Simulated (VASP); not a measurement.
Pt, 2 atoms in the cell. Symmetry: P6_3/mmc, No. 194, hexagonal system. Conventional cell: a = 2.761 Å, b = 2.761 Å, c = 4.792 Å, α = 90.00°, β = 90.00°, γ = 120.00°. Within 3.6 Å of Pt (site symmetry -6m2) lie 12 Pt at 2.76 to 2.88 Å. 

- Program: VASP 6.6.1
- Task: single point
- Functional: PBEsol
- Potentials or basis: VASP PAW PBE potentials, release 64 (Pt)
- Cutoff: 520 eV
- k mesh: 11 × 11 × 6
- Occupations: fermi-dirac, width 0.5 eV
- Spin: no spin polarisation
- Dipole correction: no
- Further INCAR settings: ALGO = Normal; EDIFF = 1e-06; NBANDS = 17

Potentials or basis: VASP PAW PBE potentials, release 64 (Pt).

Launch:

```sh
$ cat potpaw_PBE.64/Pt/POTCAR > POTCAR
$ mpirun -np 1 vasp_std > vasp.out
```

Hardware: 1 thread of Intel(R) Xeon(R) Platinum 8375C CPU @ 2.90GHz (Ice Lake), with other jobs on the host.

Q: Estimate the wall time of this run.

A: Wall time 24 s on 1 thread of Intel(R) Xeon(R) Platinum 8375C CPU @ 2.90GHz (Ice Lake) (shared host), peak memory 0.17 GiB. Counts: scf iterations 12, k points 64.
